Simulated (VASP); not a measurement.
Write the native input for VASP 6.6.1 that does the following.

```
Task                   : single point
Functional             : PBE
Potentials or basis    : VASP PAW PBE potentials, release 64 (Si, C)
Cutoff                 : 520 eV
k mesh                 : 12 × 12 × 6
Occupations            : gaussian, width 0.05 eV
Spin                   : no spin polarisation
Dipole correction      : no
Further INCAR settings : ALGO = Normal; EDIFF = 1e-07; NBANDS = 16
```

The structure of SiC lies in POSCAR:

```
SiC
1.0
    3.1490718908      0.0000000000      0.0000000000
   -1.5745359454      2.7271762558      0.0000000000
    0.0000000000      0.0000000000      4.8917682752
Si C
2 2
Direct
    0.3333333333      0.6666666667      0.0045639005
    0.6666666667      0.3333333333      0.5045639005
    0.3333333333      0.6666666667      0.3804360995
    0.6666666667      0.3333333333      0.8804360995
```

This cell differs from its parent crystal: c/a of the conventional cell at fixed volume 1.5534.

These files were run (other wordings do the same):

INCAR

```
SYSTEM = SiC
PREC     = Accurate       ! precision mode
ENCUT    = 520            ! plane-wave cutoff, eV
EDIFF    = 1E-7           ! SCF threshold, eV
ISMEAR   = 0              ! smearing method
SIGMA    = 0.05           ! smearing width, eV
LREAL    = .FALSE.        ! projectors in reciprocal space
LASPH    = .TRUE.         ! aspherical terms in the spheres
NELM     = 80             ! most SCF steps
ALGO     = Normal         ! electronic algorithm
ISIF     = 2              ! what is computed and relaxed
LWAVE    = .FALSE.        ! write WAVECAR
LCHARG   = .FALSE.        ! write CHGCAR
GGA      = PE             ! functional
NBANDS   = 16             ! bands
```

KPOINTS

```
Automatic mesh
0
G
  12 12 6
  0 0 0
```

Potentials or basis: VASP PAW PBE potentials, release 64 (Si, C).

Launch:

```console
$ cat potpaw_PBE.64/Si/POTCAR potpaw_PBE.64/C/POTCAR > POTCAR
$ mpirun -np 1 vasp_std > vasp.out
```

Results of the run:

- Pressure: 0.7 GPa
- Largest force: 0.646 eV/Å
- Band gap on the k mesh: 2.29 eV, indirect (least direct gap 3.42 eV)

It took 47 s on 1 thread of Intel Xeon 8259CL (shared host), peak memory 0.18 GiB.
